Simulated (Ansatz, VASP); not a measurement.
**Two plane-wave programs on KMgBe6**

```
K Mg Be
1.0
     3.45177    1.99288    2.26457
    -3.45177    1.99288    2.26457
     0.00000   -3.98577    2.26457
K Mg Be
1 1 6
Direct
  0.50000 0.50000 0.50000
  0.00000 0.00000 0.00000
  0.26500 0.26500 0.92600
  0.92600 0.26500 0.26500
  0.26500 0.92600 0.26500
  0.07400 0.73500 0.73500
  0.73500 0.73500 0.07400
  0.73500 0.07400 0.73500
```

Alike in both runs: task single point; functional PBE; k mesh 6 × 6 × 6; occupations gaussian, width 0.1 eV; no spin polarisation.

|  | VASP | Ansatz |
| --- | --- | --- |
| version | VASP 6.6.1 | Ansatz 0.2.0 |
| potentials or method | VASP PAW PBE potentials, release 64 (K_sv, Mg_sv, Be), cutoff 840 eV | scalar-relativistic, plane waves, PAW |
| valence electrons in the cell | 31 | 31 |

```csv
,VASP,Ansatz,Ansatz less VASP
gap on the k mesh at the Fermi level (eV),none,none,-
rms of the force components (eV/Å),3.880,3.858,-0.0216
```

Atom by atom the forces differ by 0.022 eV/Å (rms over components). A gap of «none» marks a metal or a gap that the smearing closes. With one functional, cell and mesh, what is left measures potentials, basis and numerics.
